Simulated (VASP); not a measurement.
# SiC: single point with PBEsol

Crystal: SiC.

```
Si C
1.0
     0.00000    2.21214    2.21214
     2.21214    0.00000    2.21214
     2.27246    2.27246   -0.06032
Si C
1 1
Cartesian
  0.0000 0.0000 0.0000
  3.3634 3.3634 3.2730
```

| Item | Value |
| --- | --- |
| Program | VASP 6.6.1 |
| Task | single point |
| Functional | PBEsol |
| Potentials or basis | VASP PAW PBE potentials, release 64 (Si, C) |
| Cutoff | 520 eV |
| k mesh | 12 × 12 × 12 |
| Occupations | gaussian, width 0.05 eV |
| Spin | no spin polarisation |

* Pressure: -15.4 GPa
* Largest force: 0.136 eV/Å
* Band gap on the k mesh: 1.21 eV, indirect (least direct gap 4.13 eV)

Forces in eV/Å, atoms in the order of the input:
```
Si   0.078  0.078 -0.078
C   -0.078 -0.078  0.078
```

Stress tensor (GPa, compression positive):
```
-15.43  -5.62   5.62
 -5.62 -15.43   5.62
  5.62   5.62 -15.43
```

Levels at points of the mesh, in eV from the valence-band top:
```tsv
k point	band 2	band 3	band 4	band 5	band 6	band 7
(0.00, 0.00, 0.00)	-0.22	0.00	0.00	4.77	6.44	6.90
(0.50, 0.00, 0.00)	-8.20	-1.18	-1.16	4.34	6.39	6.92
(0.50, 0.50, 0.00)	-7.64	-3.29	-2.92	1.21	3.88	12.70
(0.00, 0.00, 0.50)	-8.25	-0.89	-0.89	5.10	7.04	7.04
```

Run time: 52 s on 1 thread of Intel Xeon 6975P-C, with other jobs on the host, peak memory 0.16 GiB.

Caveat: the PAW data sets were made with another functional, which shifts forces and pressure a little. A k mesh can miss the band edges.
